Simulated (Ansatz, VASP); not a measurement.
# One calculation of InSb3, two programs

```xyz
8
Lattice="4.2865 2.4748 3.5987 -4.2865 2.4748 3.5987 0.0000 -4.9497 3.5987" Properties=species:S:1:pos:R:3 pbc="T T T"
In    0.0000    0.0000    2.8676
In    0.0000    0.0000    7.9285
Sb    2.2295   -1.2872    6.3794
Sb    0.0000    2.5744    6.3794
Sb   -2.2295   -1.2872    6.3794
Sb   -2.2295    1.2872    4.4167
Sb    2.2295    1.2872    4.4167
Sb    0.0000   -2.5744    4.4167
```

Alike in both runs: functional PBEsol; k mesh 6 × 6 × 6; occupations gaussian, width 0.1 eV; no spin polarisation.

Ansatz relaxed the structure, and its values are those at the end. VASP's run is a single point on that final structure, the one shown.

```csv
,VASP,Ansatz
version,VASP 6.6.1,Ansatz 0.2.0
potentials or method,"VASP PAW PBE potentials, release 64 (In_d, Sb), cutoff 520 eV","scalar-relativistic, plane waves, PAW"
valence electrons in the cell,56,116
```

VASP gave:

```
gap on the k mesh at the Fermi level (eV) : none
pressure (GPa)                            : 0.1
rms of the force components (eV/Å)        : 0.022
```

Estimate Ansatz's values.

gap on the k mesh at the Fermi level (eV): none; pressure (GPa): 0.0; rms of the force components (eV/Å): 0.002.

VASP's potentials were made for PBE, not for PBEsol. A gap of «none» marks a metal or a gap that the smearing closes. VASP's potentials hold 56 valence electrons a cell and Ansatz's 116, so a difference there can come from the potentials and not from the codes.

Neither program's run includes spin-orbit coupling.
